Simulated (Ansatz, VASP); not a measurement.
## Pt: VASP beside Ansatz

```
Pt
1.0
     0.00000    1.95790    1.95790
     1.95790    0.00000    1.95790
     1.95790    1.95790    0.00000
Pt
1
Direct
  0.00000 0.00000 0.00000
```

Alike in both runs: task single point; functional PBE; k mesh 24 × 24 × 24; occupations fermi-dirac, width 0.02 eV; no spin polarisation.

|  | VASP | Ansatz |
| --- | --- | --- |
| version | VASP 6.6.1 | Ansatz 0.2.0 |
| potentials or method | VASP PAW PBE potentials, release 64 (Pt), cutoff 520 eV | scalar-relativistic, plane waves, PAW |
| valence electrons in the cell | 10 | 18 |

|  | VASP | Ansatz | Ansatz less VASP |
| --- | --- | --- | --- |
| gap on the k mesh at the Fermi level (eV) | none | none | - |
| pressure (GPa) | 10.9 | 11.4 | +0.55 |

A gap of «none» marks a metal or a gap that the smearing closes. The functional is the same, so the differences come from potentials, cutoffs and numerics. VASP's potentials hold 10 valence electrons a cell and Ansatz's 18, so a difference there can come from the potentials and not from the codes.

Spin-orbit coupling is off throughout.
